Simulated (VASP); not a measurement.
**Cl2: single point with r2SCAN**

The system is Cl2, in a box.

```xyz
2
Lattice="12.0000 0.0000 0.0000 0.0000 12.3000 0.0000 0.0000 0.0000 12.6000" Properties=species:S:1:pos:R:3 pbc="T T T"
Cl    6.0000    6.1500    5.3045
Cl    6.0000    6.1500    7.2955
```

```
Program                : VASP 6.6.1
Task                   : single point
Functional             : r2SCAN
Potentials or basis    : VASP PAW PBE potentials, release 64 (Cl)
Cutoff                 : 520 eV
k mesh                 : 1 × 1 × 1
Occupations            : fermi-dirac, width 0.01 eV
Spin                   : no spin polarisation
Dipole correction      : no
Further INCAR settings : ALGO = Normal; EDIFF = 1e-07; NBANDS = 14
```

| Property | Result |
| --- | --- |
| Largest force | 0.212 eV/Å |
| Gap between the frontier levels | 3.48 eV |

Forces in eV/Å, atoms in the order of the input:
```
Cl   0.000  0.000  0.212
Cl   0.000  0.000 -0.212
```

Levels at points of the mesh, in eV from the valence-band top:
```tsv
k point	band 4	band 5	band 6	band 7	band 8	band 9	band 10	band 11
(0.00, 0.00, 0.00)	-2.79	-2.79	0.00	0.00	3.48	7.47	8.35	8.46
```

It took 8.6 min on 1 thread of AMD EPYC 7R13 Processor (Zen 3), on a shared host, peak memory 1.6 GiB.

Caveat: the PAW data sets were made with another functional, which shifts forces and pressure a little.
